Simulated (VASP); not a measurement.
# BaTe (Fm-3m) in VASP: further runs

The runs below take BaTe through relaxation of cell and atoms, single point, with r2SCAN.

All numbers are computed with VASP 6.6.1; they aren't measurements. Logs are shortened: lines on timing, memory, paths and dates and some standing lists are left out, and cuts for length are marked.

## Step 1: The cell of the first run

Symmetry: Fm-3m, No. 225, cubic system. Conventional cell: a = 6.820 Å, b = 6.820 Å, c = 6.820 Å, α = 90.00°, β = 90.00°, γ = 90.00°. Ba (site symmetry m-3m) has 6 Te at 3.41 Å within 4.5 Å. Te (site symmetry m-3m) has 6 Ba at 3.41 Å within 4.5 Å.

## Step 2: Relaxation of cell and atoms, r2SCAN

Input file POSCAR:

```
BaTe
1.0
    0.0000000000      3.4100000000      3.4100000000
    3.4100000000      0.0000000000      3.4100000000
    3.4100000000      3.4100000000      0.0000000000
Ba Te
1 1
Direct
    0.0000000000      0.0000000000      0.0000000000
    0.5000000000      0.5000000000      0.5000000000
```

Input file INCAR.step1:

```
SYSTEM = BaTe
PREC = Accurate
ENCUT = 600
ISMEAR = -1
SIGMA = 0.02
LREAL = .False.
LASPH = .True.
NELM = 100
GGA = PE
ALGO = Normal
EDIFF = 1E-4
LWAVE = .True.
LCHARG = .False.
```

Input file INCAR.step2:

```
SYSTEM = BaTe
PREC = Accurate
ENCUT = 600
EDIFF = 1E-7
ISMEAR = -1
SIGMA = 0.02
LREAL = .False.
LASPH = .True.
NELM = 100
ALGO = Normal
ISIF = 3
LWAVE = .False.
LCHARG = .False.
METAGGA = R2SCAN
LMIXTAU = .True.
IBRION = 2
NSW = 80
EDIFFG = -0.01
ISTART = 1
```

Input file KPOINTS:

```
regular mesh
0
Gamma
  8 8 8
  0 0 0
```

Potentials or basis: VASP PAW PBE potentials, release 64 (Ba_sv, Te).

Command:

```sh
cat potpaw_PBE.64/Ba_sv/POTCAR potpaw_PBE.64/Te/POTCAR > POTCAR
cp INCAR.step1 INCAR
mpirun -np 1 vasp_std > vasp.out
cp INCAR.step2 INCAR
mpirun -np 1 vasp_std > vasp.out
```

OUTCAR:

```text
SYSTEM = BaTe
   PREC = Accurate
   ENCUT = 600
   EDIFF = 1E-7
   ISMEAR = -1
   LREAL = .False.
   LASPH = .True.
   NELM = 100
   ISIF = 3
   METAGGA = R2SCAN
   IBRION = 2
   NSW = 80
   EDIFFG = -0.01
   ISTART = 1

 ion  position               nearest neighbor table
   1  0.000  0.000  0.000-   2 3.41   2 3.41   2 3.41   2 3.41   2 3.41   2 3.41
   2  0.500  0.500  0.500-   1 3.41   1 3.41   1 3.41   1 3.41   1 3.41   1 3.41

  LATTYP: Found a face centered cubic cell.
 ALAT       =     6.8200000000

  Lattice vectors:

 A1 = (   0.0000000000,   3.4100000000,   3.4100000000)
 A2 = (   3.4100000000,   0.0000000000,   3.4100000000)
 A3 = (   3.4100000000,   3.4100000000,   0.0000000000)

Analysis of symmetry for initial positions (statically):
=====================================================================
 Subroutine PRICEL returns:
 Original cell was already a primitive cell.

 Routine SETGRP: Setting up the symmetry group for a
 face centered cubic supercell.

 Subroutine GETGRP returns: Found 48 space group operations
 (whereof 48 operations were pure point group operations)
 out of a pool of 48 trial point group operations.

The static configuration has the point symmetry O_h .

Analysis of symmetry for dynamics (positions and initial velocities):
=====================================================================
 Subroutine PRICEL returns:
 Original cell was already a primitive cell.

 Routine SETGRP: Setting up the symmetry group for a
 face centered cubic supercell.

 Subroutine GETGRP returns: Found 48 space group operations
 (whereof 48 operations were pure point group operations)
 out of a pool of 48 trial point group operations.

The dynamic configuration has the point symmetry O_h .

 Subroutine INISYM returns: Found 48 space group operations
 (whereof 48 operations are pure point group operations),
 and found     1 'primitive' translations

----------------------------------------------------------------------------------------

                                     Primitive cell

  volume of cell :      79.3036

  direct lattice vectors                    reciprocal lattice vectors
     0.000000000  3.410000000  3.410000000    -0.146627566  0.146627566  0.146627566
     3.410000000  0.000000000  3.410000000     0.146627566 -0.146627566  0.146627566
     3.410000000  3.410000000  0.000000000     0.146627566  0.146627566 -0.146627566

[... 103 lines left out ...]
     AMIX_MAG =   1.60;   BMIX_MAG =  1.00
  volume/ion in A,a.u.               =      39.65       267.58
  Fermi-wavevector in a.u.,A,eV,Ry     =   0.960175  1.814468 12.543704  0.921936
  Thomas-Fermi vector in A             =   2.089436
   LORBIT       =      0    0 simple, 1 ext, 2 COOP (PROOUT), +10 PAW based schemes
   METAGGA = R2SCAN    functional components
   LHFCALC =     F    Hartree Fock is set to
   AEXX    =    0.0000 exact exchange contribution
   IVDW    =     0    specifies the selected vdW correction
   LEPSILON=     F    determine dielectric tensor
   LRPA    =     F    only Hartree local field effects (RPA)
 conjugate gradient relaxation of ions
 non-spin polarized calculation
  energy-cutoff  :      600.00
  volume of cell :       79.30
 maximum number of plane-waves:      2685
 NGX is ok and might be reduce to    40
   NGX = 19   NGY = 19   NGZ = 19

--------------------------------------- Ionic step        1  -------------------------------------------

 number of electron      16.0000000 magnetization

 Free energy of the ion-electron system (eV)
  ---------------------------------------------------
  ext. energy  EPLUGINS =         0.00000000
  ---------------------------------------------------
  free energy    TOTEN  =       -55.90695413 eV

  energy without entropy =      -55.90695413  energy(sigma->0) =      -55.90695413

------------------------ aborting loop because EDIFF is reached ----------------------------------------

  FORCE on cell =-STRESS in cart. coord.  units (eV):
  Direction    XX          YY          ZZ          XY          YZ          ZX
  --------------------------------------------------------------------------------------
  -------------------------------------------------------------------------------------
  Total        2.2289737      2.2289737      2.2289737      0.0000000      0.0000000     -0.0000000
  in kB       45.0321191     45.0321191     45.0321191      0.0000000      0.0000000     -0.0000000
  external PRESSURE =      45.0321191 kB  Pullay stress =       0.0000000 kB
[... 59 lines left out ...]
--------------------------------------- Ionic step        3  -------------------------------------------

 number of electron      16.0000000 magnetization

 Free energy of the ion-electron system (eV)
  ---------------------------------------------------
  ext. energy  EPLUGINS =         0.00000000
  ---------------------------------------------------
  free energy    TOTEN  =       -56.02941791 eV

  energy without entropy =      -56.02941791  energy(sigma->0) =      -56.02941791

 E-fermi :   2.2544     XC(G=0):  -8.4780

 val. band max:        1.8401749831   @ k =   0.0000   0.0000   0.0000
 cond. band min:       3.7891328789   @ k =   0.5000   0.5000   0.0000
 fundamental gap:      1.9489578958
 Fermi energy:         2.2544033316

 k-point     1 :       0.0000    0.0000    0.0000
  band No.  band energies     occupation
      1     -26.0684      2.00000
      2     -10.7878      2.00000
      3     -10.7878      2.00000
      4     -10.7878      2.00000
      5      -7.8943      2.00000
      6       1.8402      2.00000
      7       1.8402      2.00000
      8       1.8402      2.00000
      9       5.2021      0.00000
     10       5.2021      0.00000
     11       5.2021      0.00000
     12       5.2724      0.00000
[... 331 lines left out ...]
 k-point    24 :      -0.3750    0.2500    0.1250
  band No.  band energies     occupation
      1     -26.0550      2.00000
      2     -11.0719      2.00000
      3     -10.8563      2.00000
      4     -10.8208      2.00000
      5      -7.3627      2.00000
      6       0.1102      2.00000
      7       0.8551      2.00000
      8       0.8946      2.00000
      9       5.9538      0.00000
     10       6.2286      0.00000
     11       7.4758      0.00000
     12       7.7544      0.00000

 [... further k-points ...]

------------------------ aborting loop because EDIFF is reached ----------------------------------------

  FORCE on cell =-STRESS in cart. coord.  units (eV):
  Direction    XX          YY          ZZ          XY          YZ          ZX
  --------------------------------------------------------------------------------------
  -------------------------------------------------------------------------------------
  Total        0.0129020      0.0129020      0.0129020      0.0000000      0.0000000     -0.0000000
  in kB        0.2324742      0.2324742      0.2324742      0.0000000      0.0000000     -0.0000000
  external PRESSURE =       0.2324742 kB  Pullay stress =       0.0000000 kB
[... 17 lines left out ...]
  FREE ENERGIE OF THE ION-ELECTRON SYSTEM (eV)
  ---------------------------------------------------
  free  energy   TOTEN  =       -56.0294179109 eV

  energy  without entropy=      -56.0294179108  energy(sigma->0) =      -56.02941791

 reached required accuracy - stopping structural energy minimisation
```

OSZICAR.step1:

```text
N       E                     dE             d eps       ncg     rms          rms(c)
DAV:   1     0.990954140760E+02    0.99095E+02   -0.70800E+03   696   0.126E+03
DAV:   2    -0.227951649347E+01   -0.10137E+03   -0.94899E+02   908   0.193E+02
DAV:   3    -0.841699896647E+01   -0.61375E+01   -0.60876E+01   896   0.552E+01
DAV:   4    -0.859739370014E+01   -0.18039E+00   -0.18015E+00  1016   0.950E+00
DAV:   5    -0.860053475683E+01   -0.31411E-02   -0.31409E-02   924   0.101E+00    0.417E+00
DAV:   6    -0.850674941304E+01    0.93785E-01   -0.16137E-01   824   0.211E+00    0.279E+00
DAV:   7    -0.850845988840E+01   -0.17105E-02   -0.12732E-01   916   0.231E+00    0.777E-01
DAV:   8    -0.851236278677E+01   -0.39029E-02   -0.14682E-02   768   0.906E-01    0.160E-01
DAV:   9    -0.851296573263E+01   -0.60295E-03   -0.97159E-04   904   0.268E-01    0.530E-02
DAV:  10    -0.851310320016E+01   -0.13747E-03   -0.12332E-04   676   0.881E-02    0.185E-02
DAV:  11    -0.851313747441E+01   -0.34274E-04   -0.71792E-05   568   0.643E-02
   1 F= -.85131375E+01 E0= -.85131375E+01  d E =-.101805E-10
```

It took 18 min on 1 thread of AMD EPYC 9755, shared host; peak memory 0.25 GiB.

Results:

```yaml
Free_energy: -56.0294 eV
Relaxed_volume: 44.46 Å³/atom
Relaxed_cell: a = 5.010 Å, b = 5.010 Å, c = 5.010 Å, α = 60.00°, β = 60.00°, γ = 60.00°
Space_group_after_relaxing_to_0.1_Å: Fm-3m (No. 225)
Energy_gained_by_relaxing: 61.2 meV/atom
Ionic_steps: 3
Pressure_after_relaxing: 0.0 GPa
Band_gap_on_the_k_mesh: 1.95 eV (least direct gap 2.34 eV)
```

Step by step:
```tsv
step	energy change (eV)	largest force (eV/Å)	pressure (GPa)	volume (Å³)
1	0.0000	0.0000	4.50	79.30
2	-0.1080	0.0000	-1.17	92.80
3	-0.1225	0.0000	0.02	88.92
```

Final structure:
```
Ba Te
1.0
     0.00000    3.54259    3.54259
     3.54259    0.00000    3.54259
     3.54259    3.54259    0.00000
Ba Te
1 1
Direct
  0.00000 0.00000 0.00000
  0.50000 0.50000 0.50000
```

Caveat: the PAW data sets were made with another functional, which shifts forces and pressure a little; spin-orbit coupling is left out, which moves the levels of the heavy elements. Zero-point motion and thermal expansion aren't in these numbers.

## Step 3: Single point, r2SCAN, non-collinear spin, zero start, spin-orbit coupling

This run uses another cell than the first one, of 44.05 Å³/atom.

Input file POSCAR:

```
BaTe
1.0
    0.0000000000      3.5316033800      3.5316033800
    3.5316033800      0.0000000000      3.5316033800
    3.5316033800      3.5316033800      0.0000000000
Ba Te
1 1
Direct
    0.0000000000      0.0000000000      0.0000000000
    0.5000000000      0.5000000000      0.5000000000
```

Input file INCAR.step1:

```
SYSTEM = BaTe
PREC = Accurate
ENCUT = 520
ISMEAR = -1
SIGMA = 0.02
LREAL = .False.
LASPH = .True.
NELM = 150
MAGMOM = 0 0 0 0 0 0
LSORBIT = .True.
GGA_COMPAT = .False.
NBANDS = 28
GGA = PE
ALGO = Normal
EDIFF = 1E-4
LWAVE = .True.
LCHARG = .False.
```

Input file INCAR.step2:

```
SYSTEM = BaTe
PREC = Accurate
ENCUT = 520
EDIFF = 1E-6
ISMEAR = -1
SIGMA = 0.02
LREAL = .False.
LASPH = .True.
NELM = 150
ALGO = Normal
ISIF = 2
LWAVE = .False.
LCHARG = .True.
MAGMOM = 0 0 0 0 0 0
LORBIT = 11
LSORBIT = .True.
GGA_COMPAT = .False.
LORBMOM = .True.
METAGGA = R2SCAN
LMIXTAU = .True.
LVHAR = .True.
NBANDS = 28
ISTART = 1
```

Input file KPOINTS:

```
Automatic mesh
0
Gamma
  8 8 8
  0 0 0
```

Potentials or basis: VASP PAW PBE potentials, release 64 (Ba_sv, Te).

Command:

```sh
cat potpaw_PBE.64/Ba_sv/POTCAR potpaw_PBE.64/Te/POTCAR > POTCAR
cp INCAR.step1 INCAR
mpirun -np 1 vasp_ncl > vasp.out
cp INCAR.step2 INCAR
mpirun -np 1 vasp_ncl > vasp.out
```

Wall time 36 min (1 thread of AMD EPYC 9755, shared host); peak memory 0.6 GiB.

It converged, with:

| Quantity | Value |
| --- | --- |
| Free energy | -56.3003 eV |
| Pressure | 0.3 GPa |
| Net moment | 0.00 μB per cell |
| Valence electrons inside the program's atomic spheres | Ba 7.87; Te 3.52 |

Moments on the atoms (μB; x, y, z):
```
Ba  0.00 0.00 0.00
Te  0.00 0.00 0.00
```

Caveat: the PAW data sets were made with another functional, which shifts forces and pressure a little.
